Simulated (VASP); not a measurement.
# Se in VASP: notebook

Se is run at these levels: PBE; tasks: electric field gradients.

Program: VASP 6.6.1. These are calculated values, not measurements. Logs are shortened: lines on timing, memory, paths and dates and some standing lists are left out, and cuts for length are marked.

### Step 1. The cell of the first run

The structure is trigonal, space group P3_221 (No. 154). The conventional cell has a = 4.355 Å, b = 4.355 Å, c = 4.801 Å, α = 90.00°, β = 90.00°, γ = 120.00°. Se (site symmetry 2) has 2 Se at 2.29 Å within 3.0 Å.

### Step 2. Electric field gradients, PBE (zz strain of -3 %)

The input, INCAR:

```
PREC     = Accurate       # precision mode
ENCUT    = 400            # plane-wave cutoff, eV
EDIFF    = 1E-8           # SCF threshold, eV
ISMEAR   = -1             # smearing method
SIGMA    = 0.03           # smearing width, eV
LREAL    = F              # projectors in reciprocal space
LASPH    = T              # aspherical terms in the spheres
NELM     = 120            # most SCF steps
ALGO     = Normal         # electronic algorithm
ISIF     = 2              # what is computed and relaxed
LWAVE    = F              # write WAVECAR
LCHARG   = F              # write CHGCAR
GGA      = PE             # functional
LEFG     = T            
NBANDS   = 16             # bands
GGA_COMPAT= F
```

The input, KPOINTS:

```
regular mesh
0
Gamma
  8 8 6
```

The input, POSCAR:

```
Se
1.0
    4.3551696776      0.0000000000      0.0000000000
   -2.1775848388      3.7716875786      0.0000000000
    0.0000000000      0.0000000000      4.8009665000
Se
3
Direct
    0.2170000000      0.0000000000      0.1666666667
    0.0000000000      0.2170000000      0.8333333333
    0.7830000000      0.7830000000      0.5000000000
```

Potentials or basis: VASP PAW PBE potentials, release 64 (Se).

Started as:

```console
$ cat potpaw_PBE.64/Se/POTCAR > POTCAR
$ mpirun -np 1 vasp_std > vasp.out
```

OUTCAR:

```text
PREC = Accurate
   ENCUT = 400
   EDIFF = 1E-8
   ISMEAR = -1
   LREAL = F
   LASPH = T
   NELM = 120
   ISIF = 2
   GGA = PE

 ion  position               nearest neighbor table
   1  0.217  0.000  0.167-   3 2.29   2 2.29
   2  0.000  0.217  0.833-   3 2.29   1 2.29
   3  0.783  0.783  0.500-   1 2.29   2 2.29

  LATTYP: Found a hexagonal cell.
 ALAT       =     4.3551696776
 C/A-ratio  =     1.1023603798

  Lattice vectors:

 A1 = (   4.3551696776,   0.0000000000,   0.0000000000)
 A2 = (  -2.1775848388,   3.7716875786,   0.0000000000)
 A3 = (   0.0000000000,   0.0000000000,   4.8009665000)

Analysis of symmetry for initial positions (statically):
=====================================================================
 Subroutine PRICEL returns:
 Original cell was already a primitive cell.

 Routine SETGRP: Setting up the symmetry group for a
 hexagonal supercell.

 Subroutine GETGRP returns: Found  6 space group operations
 (whereof  2 operations were pure point group operations)
 out of a pool of 24 trial point group operations.

The static configuration has the point symmetry C_2 .
 The point group associated with its full space group is D_3 .

Analysis of symmetry for dynamics (positions and initial velocities):
=====================================================================
 Subroutine PRICEL returns:
 Original cell was already a primitive cell.

 Routine SETGRP: Setting up the symmetry group for a
 hexagonal supercell.

 Subroutine GETGRP returns: Found  6 space group operations
 (whereof  2 operations were pure point group operations)
 out of a pool of 24 trial point group operations.

The dynamic configuration has the point symmetry C_2 .
 The point group associated with its full space group is D_3 .

 Subroutine INISYM returns: Found  6 space group operations
 (whereof  2 operations are pure point group operations),
 and found     1 'primitive' translations

----------------------------------------------------------------------------------------

                                     Primitive cell

  volume of cell :      78.8623

  direct lattice vectors                    reciprocal lattice vectors
     4.355169678  0.000000000  0.000000000     0.229612179  0.132566653  0.000000000
    -2.177584839  3.771687579  0.000000000     0.000000000  0.265133307  0.000000000
     0.000000000  0.000000000  4.800966500     0.000000000  0.000000000  0.208291393

  length of vectors
     4.355169678  4.355169678  4.800966500     0.265133307  0.265133307  0.208291393

  position of ions in fractional coordinates (direct lattice)
     0.217000000  0.000000000  0.166666667
     1.000000000  0.217000000  0.833333333
     0.783000000  0.783000000  0.500000000

  ion indices of the primitive-cell ions
   primitive index   ion index
                 1           1
                 2           2
                 3           3

----------------------------------------------------------------------------------------

 KPOINTS: regular mesh

Automatic generation of k-mesh.
 Grid dimensions read from file:
 generate k-points for:    8    8    6

 Generating k-lattice:

  Cartesian coordinates                     Fractional coordinates (reciprocal lattice)
     0.028701522  0.016570832  0.000000000     0.125000000 -0.000000000  0.000000000
     0.000000000  0.033141663  0.000000000     0.000000000  0.125000000  0.000000000
     0.000000000  0.000000000  0.034715232     0.000000000  0.000000000  0.166666667

  Length of vectors
     0.033141663  0.033141663  0.034715232

  Shift w.r.t. Gamma in fractional coordinates (k-lattice)
     0.000000000  0.000000000  0.000000000

 Subroutine IBZKPT returns following result:
 ===========================================

 Found     50 irreducible k-points:

 Following reciprocal coordinates:
            Coordinates               Weight
  0.000000  0.000000  0.000000      1.000000
  0.125000 -0.000000  0.000000      6.000000
  0.250000 -0.000000  0.000000      6.000000
  0.375000 -0.000000  0.000000      6.000000
  0.500000 -0.000000  0.000000      3.000000
  0.125000  0.125000  0.000000      6.000000
[... 16 lines left out ...]
 -0.125000  0.500000  0.166667     12.000000
  0.250000  0.250000  0.166667     12.000000
 [... further k-points ...]
   k-points           NKPTS =     50   k-points in BZ     NKDIM =     50   number of bands    NBANDS=     16
   number of dos      NEDOS =    301   number of ions     NIONS =      3
   total plane-waves  NPLWV =  25088
   dimension x,y,z NGX =    28 NGY =   28 NGZ =   32
   dimension x,y,z NGXF=    56 NGYF=   56 NGZF=   64
   ions per type =               3
   NGX,Y,Z   is equivalent  to a cutoff of  10.69, 10.69, 11.08 a.u.
   NGXF,Y,Z  is equivalent  to a cutoff of  21.38, 21.38, 22.16 a.u.
 SYSTEM =  unknown system
   PREC   = accura    normal or accurate (medium, high low for compatibility)
   ISTART =      0    job   : 0-new  1-cont  2-samecut
   ICHARG =      2    charge: 1-file 2-atom 10-const
   ISPIN  =      1    spin polarized calculation?
   LNONCOLLINEAR =      F non collinear calculations
   LSORBIT =      F    spin-orbit coupling
   LASPH  =      T    aspherical Exc in radial PAW
   ENCUT  =  400.0 eV  29.40 Ry    5.42 a.u.   7.10  7.10  7.83*2*pi/ulx,y,z
   NELM   =    120;   NELMIN=  2; NELMDL= -5     # of ELM steps
   EDIFF  = 0.1E-07   stopping-criterion for ELM
   LREAL  =      F    real-space projection
   EDIFFG = 0.1E-06   stopping-criterion for IOM
   NSW    =      0    number of steps for IOM
   IBRION =     -1    ionic relax: 0-MD 1-quasi-New 2-CG
   NFREE  =      0    steps in history (QN), initial steepest desc. (CG)
   ISIF   =      2    stress and relaxation
   ISYM   =      2    0-nonsym 1-usesym 2-fastsym
   POTIM  = 0.5000    time-step for ionic-motion
   TEBEG  =    0.0;   TEEND  =   0.0 temperature during run
   PSTRESS=    0.0 pullay stress
   NELECT =      18.0000    total number of electrons
   NUPDOWN=      -1.0000    fix difference up-down
   EMIN   =  10.00;   EMAX   =-10.00  energy-range for DOS
   EFERMI =   0.00;   METHOD = LEGACY
   ISMEAR =    -1;   SIGMA  =   0.03  broadening in eV -4-tet -1-fermi 0-gaus
   EFERMI_NEDOS =   21; number of points for ismear=-14 and -15
   IALGO  =     38    algorithm
   IMIX   =      4    mixing-type and parameters
     AMIX     =   0.40;   BMIX     =  1.00
     AMIX_MAG =   1.60;   BMIX_MAG =  1.00
  volume/ion in A,a.u.               =      26.29       177.40
  Fermi-wavevector in a.u.,A,eV,Ry     =   1.000482  1.890636 13.618939  1.000964
  Thomas-Fermi vector in A             =   2.132841
   LORBIT       =      0    0 simple, 1 ext, 2 COOP (PROOUT), +10 PAW based schemes
   GGA     = PE    functional components
   LHFCALC =     F    Hartree Fock is set to
   AEXX    =    0.0000 exact exchange contribution
   IVDW    =     0    specifies the selected vdW correction
   LEPSILON=     F    determine dielectric tensor
   LRPA    =     F    only Hartree local field effects (RPA)
 non-spin polarized calculation
  energy-cutoff  :      400.00
  volume of cell :       78.86
 maximum number of plane-waves:      1447
   NGX = 15   NGY = 15   NGZ = 15

 number of electron      17.9999998 magnetization

 Free energy of the ion-electron system (eV)
  ---------------------------------------------------
  ext. energy  EPLUGINS =         0.00000000
  ---------------------------------------------------
  free energy    TOTEN  =       -10.21708471 eV

  energy without entropy =      -10.21708471  energy(sigma->0) =      -10.21708471

 E-fermi :   3.7458     XC(G=0):  -8.9507

 val. band max:        3.1402905733   @ k =   0.5000  -0.0000   0.5000
 cond. band min:       4.4360418252   @ k =   0.0000   0.0000   0.5000
 fundamental gap:      1.2957512519
 Fermi energy:         3.7458429853

 k-point     1 :       0.0000    0.0000    0.0000
  band No.  band energies     occupation
      1     -13.4168      2.00000
      2      -8.8120      2.00000
      3      -8.8120      2.00000
      4      -1.0690      2.00000
      5      -1.0690      2.00000
      6      -0.9794      2.00000
[... 8 lines left out ...]
     15       9.4345      0.00000
     16      11.4241      0.00000
[... 420 lines left out ...]
  band No.  band energies     occupation
      1     -12.8537      2.00000
      2     -10.0075      2.00000
      3      -8.1649      2.00000
      4      -2.5385      2.00000
      5      -2.2007      2.00000
      6      -0.4517      2.00000
[... 8 lines left out ...]
     15      11.7365      0.00000
     16      12.5580      0.00000

 [... further k-points ...]

------------------------ aborting loop because EDIFF is reached ----------------------------------------

  FORCE on cell =-STRESS in cart. coord.  units (eV):
  Direction    XX          YY          ZZ          XY          YZ          ZX
  --------------------------------------------------------------------------------------
  -------------------------------------------------------------------------------------
  Total        3.4718115      3.4718115      6.1725664     -0.0000000      0.0000000      0.0000000
  in kB       70.5337962     70.5337962    125.4027001     -0.0000000      0.0000000      0.0000000
  external PRESSURE =      88.8234308 kB  Pullay stress =       0.0000000 kB

 VOLUME and BASIS-vectors are now :
 -----------------------------------------------------------------------------
  energy-cutoff  :      400.00
  volume of cell :       78.86
      direct lattice vectors                 reciprocal lattice vectors
     4.355169678  0.000000000  0.000000000     0.229612179  0.132566653  0.000000000
    -2.177584839  3.771687579  0.000000000     0.000000000  0.265133307  0.000000000
     0.000000000  0.000000000  4.800966500     0.000000000  0.000000000  0.208291393

 POSITION                                       TOTAL-FORCE (eV/Angst)
 -----------------------------------------------------------------------------------
      0.94507      0.00000      0.80016         1.707617      0.000000      0.000000
     -0.47254      0.81846      4.00081        -0.853809      1.478840     -0.000000
      1.70505      2.95323      2.40048        -0.853809     -1.478840     -0.000000
 -----------------------------------------------------------------------------------
    total drift:                               -0.000000     -0.000001      0.000000

  FREE ENERGIE OF THE ION-ELECTRON SYSTEM (eV)
  ---------------------------------------------------
  free  energy   TOTEN  =       -10.2170847138 eV

  energy  without entropy=      -10.2170847138  energy(sigma->0) =      -10.21708471

 Electric field gradients (V/A^2)
---------------------------------------------------------------------
 ion       V_xx      V_yy      V_zz      V_xy      V_xz      V_yz
---------------------------------------------------------------------
   1     148.603  -328.441   179.838    -0.000     0.000  -326.198
   2    -209.180    29.342   179.838  -206.566   282.496   163.099
   3    -209.180    29.341   179.839   206.566  -282.496   163.099
---------------------------------------------------------------------

 Electric field gradients after diagonalization (V/A^2)
 (convention: |V_zz| > |V_xx| > |V_yy|)
----------------------------------------------------------------------
 ion       V_xx      V_yy      V_zz     asymmetry (V_yy - V_xx)/ V_zz
----------------------------------------------------------------------
   1     339.211   148.603  -487.814       0.391
   2     339.211   148.603  -487.814       0.391
   3     339.211   148.602  -487.813       0.391
----------------------------------------------------------------------

           NMR quadrupolar parameters

 Cq : quadrupolar parameter    Cq=e*Q*V_zz/h
 eta: asymmetry parameters     (V_yy - V_xx)/ V_zz
 Q  : nuclear electric quadrupole moment in mb (millibarn)
----------------------------------------------------------------------
 ion       Cq(MHz)       eta       Q (mb)
----------------------------------------------------------------------
   1      -1.180       0.391       1.000
   2      -1.180       0.391       1.000
   3      -1.180       0.391       1.000
----------------------------------------------------------------------
```

Wall time 24 s (1 thread of Intel Xeon Platinum 8375C at 2.90GHz (Ice Lake), shared host); peak memory 0.17 GiB.

Results:

- Free energy: -10.2171 eV
- Pressure: 8.9 GPa
- Largest force: 1.708 eV/Å
- Band gap on the k mesh: 1.30 eV (least direct gap 1.48 eV)
- Largest electric field gradient by atom: Se -487.8 V/Å²

Forces on the atoms (eV/Å):
```
Se   1.708  0.000  0.000
Se  -0.854  1.479  0.000
Se  -0.854 -1.479  0.000
```

Stress tensor (GPa, compression positive):
```
 7.05  0.00  0.00
 0.00  7.05  0.00
 0.00  0.00 12.54
```

Electric field gradients, principal values (V/Å²):
| atom | least | middle | greatest (by size) |
| --- | --- | --- | --- |
| 1 Se | 148.603 | 339.211 | -487.814 |
| 2 Se | 148.603 | 339.211 | -487.814 |
| 3 Se | 148.602 | 339.211 | -487.813 |

Caveat: the cell differs from its parent crystal (zz strain of -3 %); the stress differs along the axes, from 7 to 13 GPa; without QUAD_EFG the Cq values of the log hold for a quadrupole moment of 1 mb, not for the nuclei; forces of over 1 eV/Å act on the atoms, so gaps and moduli don't describe the material at rest. A k mesh can miss the band edges.

[end of part 1 of 3]
